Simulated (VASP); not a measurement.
A run of VASP 6.6.1 is set up as follows.

Contents of INCAR:

```
PREC = Accurate
ENCUT = 500
EDIFF = 1E-6
ISMEAR = -1
SIGMA = 0.05
LREAL = False
LASPH = True
NELM = 120
ALGO = Normal
ISIF = 2
LWAVE = False
LCHARG = False
NBANDS = 11
GGA_COMPAT = False
```

The input KPOINTS:

```
Automatic mesh
0
Gamma
  12 12 12
```

File POSCAR:

```
AlP
1.0
    0.0000000000      2.5219285226      2.5219285226
    2.5219285226      0.0000000000      2.5219285226
    2.5219285226      2.5219285226      0.0000000000
Al P
1 1
Direct
    0.0000000000      0.0000000000      0.0000000000
    0.2500000000      0.2500000000      0.2500000000
```

Potentials or basis: VASP PAW LDA potentials, release 64 (Al, P).

Command:

```sh
$ cat potpaw_LDA.64/Al/POTCAR potpaw_LDA.64/P/POTCAR > POTCAR
$ mpirun -np 1 vasp_std > vasp.out
```

**Question.** Estimate the pressure.

**Answer.** 31.7 GPa.

**Question.** What does it give for the band gap on the k mesh?

**Answer.** 0.88 eV, indirect (least direct gap 3.52 eV).

 A k mesh can miss the band edges.
